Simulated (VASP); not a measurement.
Crystal: NbC2.

```xyz
3
Lattice="2.5149 1.4520 2.2741 -2.5149 1.4520 2.2741 0.0000 -2.9039 2.2741" Properties=species:S:1:pos:R:3 pbc="T T T"
Nb    0.0000    0.0000    0.0000
C     0.0000    0.0000    4.5920
C     0.0000    0.0000    2.2305
```

- Program: VASP 6.6.1
- Task: relaxation of cell and atoms
- Functional: PBE
- Potentials or basis: VASP PAW PBE potentials, release 64 (Nb_sv, C)
- Cutoff: 600 eV
- k mesh: 5 × 5 × 5
- Occupations: gaussian, width 0.2 eV
- Spin: no spin polarisation

At the start: pressure -38.3 GPa; volume 16.61 Å³/atom.

Problem. Where does the relaxation end?

Solution. Over 18 steps the energy falls by 2032.7 meV/atom and the volume is 10.15 Å³/atom (-38.9 %); space group R-3m (No. 166, to 0.05 Å).

The path:
```tsv
step	energy change (eV)	largest force (eV/Å)	pressure (GPa)	volume (Å³)
1	0.0000	0.3459	-38.26	49.82
2	0.7503	16.2497	112.43	26.19
3	-2.6280	5.7433	-11.68	36.39
4	-2.6537	6.3663	-6.71	35.53
5	-4.8927	4.1922	63.47	24.71
6	-4.9938	5.7395	42.35	26.01
7	1.8777	60.9555	113.75	28.49
8	-5.4982	3.1609	36.32	26.28
9	-5.6235	2.0347	34.40	26.42
10	-5.7437	0.8424	32.96	26.76
11	-5.8909	1.9477	-15.91	31.51
12	-6.0073	1.0221	0.40	29.46
13	-6.0738	1.4707	0.81	30.74
14	-6.0913	0.5186	0.20	30.37
15	-6.0977	0.1678	-0.85	30.53
16	-6.0981	0.0420	-0.68	30.50
17	-6.0980	0.0921	0.59	30.42
18	-6.0982	0.0163	-0.12	30.46
```

Final structure:
```xyz
3
Lattice="2.1561 1.2448 1.8917 -2.1561 1.2448 1.8917 0.0000 -2.4897 1.8917" Properties=species:S:1:pos:R:3 pbc="T T T"
Nb    0.0000    0.0000    0.0000
C     0.0000    0.0000    3.5083
C     0.0000    0.0000    2.1668
```

Caveat: the volume moved by over 15 % at a fixed basis, so the end points are rough; the relaxation stopped at a loose force limit of 0.08 eV/Å, so its end isn't a converged minimum.
